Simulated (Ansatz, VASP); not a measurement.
One calculation of SiGe, two programs

```
CELL_PARAMETERS angstrom
3.93711 0.00000 0.00000
-1.96856 3.40964 0.00000
0.00000 0.00000 6.50649
ATOMIC_POSITIONS crystal
Si 0.66667 0.33333 0.87450
Si 0.33333 0.66667 0.37450
Ge 0.66667 0.33333 0.50050
Ge 0.33333 0.66667 0.00050
```

Alike in both runs: task single point; functional LDA; k mesh 12 × 12 × 6; occupations gaussian, width 0.03 eV; no spin polarisation.

|  | VASP | Ansatz |
| --- | --- | --- |
| version | VASP 6.6.1 | Ansatz 0.2.0 |
| potentials or method | VASP PAW LDA potentials, release 64 (Si, Ge_d), cutoff 520 eV | scalar-relativistic, plane waves, PAW |
| valence electrons in the cell | 36 | 36 |

Ansatz gave:

```
gap on the k mesh at the Fermi level (eV) : 0.29
least direct gap on the mesh (eV)         : 0.29
pressure (GPa)                            : -3.9
rms of the force components (eV/Å)        : 0.012
```

Q: What did VASP give for the same quantities?

A: gap on the k mesh at the Fermi level (eV): 0.30; least direct gap on the mesh (eV): 0.30; pressure (GPa): -3.8; rms of the force components (eV/Å): 0.011.

Ansatz warns that its potentials were made for another functional, while VASP's fit it. LDA's correlation is that of Perdew and Zunger in VASP and of Perdew and Wang (1992) in Ansatz. Atom by atom the forces differ by 0.000 eV/Å (rms over components).
